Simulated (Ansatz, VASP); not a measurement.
One calculation of Si, two programs

```
Si
1.0
    -1.47550    1.47550    1.47550
     1.47550   -1.47550    1.47550
     1.47550    1.47550   -1.47550
Si
1
Direct
  0.00000 0.00000 0.00000
```

Alike in both runs: task single point; functional PBEsol; k mesh 19 × 19 × 19; occupations fermi-dirac, width 0.1 eV; no spin polarisation.

```csv
,VASP,Ansatz
version,VASP 6.6.1,Ansatz 0.2.0
potentials or method,"VASP PAW PBE potentials, release 64 (Si)","PAW with Ansatz's default frozen-core files, scalar-relativistic"
plane-wave cutoff (eV),520,420
valence electrons in the cell,4,4
```

|  | VASP | Ansatz | Ansatz less VASP |
| --- | --- | --- | --- |
| gap on the k mesh at the Fermi level (eV) | none | none | - |
| pressure (GPa) | 13.5 | 13.3 | -0.20 |

VASP's potentials were made for PBE, not for PBEsol. A gap of «none» marks a metal or a gap that the smearing closes. With one functional, cell and mesh, what is left measures potentials, basis and numerics.
